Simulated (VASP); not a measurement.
Write the native input for VASP 6.6.1 that does the following.

```
Task                   : single point
Functional             : PBEsol
Potentials or basis    : VASP PAW PBE potentials, release 64 (Au)
Cutoff                 : 520 eV
k mesh                 : 18 × 18 × 18
Occupations            : gaussian, width 0.1 eV
Spin                   : no spin polarisation
Dipole correction      : no
Further INCAR settings : ALGO = Normal; EDIFF = 1e-07; NBANDS = 12
```

The structure of Au lies in POSCAR:

```
Au
1.0
    0.0000000000      1.9786701644      1.9786701644
    1.9786701644      0.0000000000      1.9786701644
    1.9786701644      1.9786701644      0.0000000000
Au
1
Direct
    0.0000000000      0.0000000000      0.0000000000
```

This cell differs from its parent crystal: volume scaled by 0.91.

The input as run:

INCAR

```
SYSTEM = Au
PREC = Accurate ; ENCUT = 520
EDIFF = 1E-7 ; ISMEAR = 0
SIGMA = 0.1 ; LREAL = .False.
LASPH = .True. ; NELM = 100
ALGO = Normal ; ISIF = 2
LWAVE = .False. ; LCHARG = .False.
GGA = PS ; NBANDS = 12
```

KPOINTS

```
Automatic mesh
0
Gamma
  18 18 18
  0 0 0
```

Potentials or basis: VASP PAW PBE potentials, release 64 (Au).

Run with:

```console
$ cat potpaw_PBE.64/Au/POTCAR > POTCAR
$ mpirun -np 1 vasp_std > vasp.out
```

It gave:

```json
{
 "Pressure": "21.2 GPa"
}
```

Caveat: the PAW data sets were made with another functional, which shifts forces and pressure a little.

Wall time 98 s on 1 thread of AMD EPYC 7R13, on a shared host, peak memory 0.14 GiB.
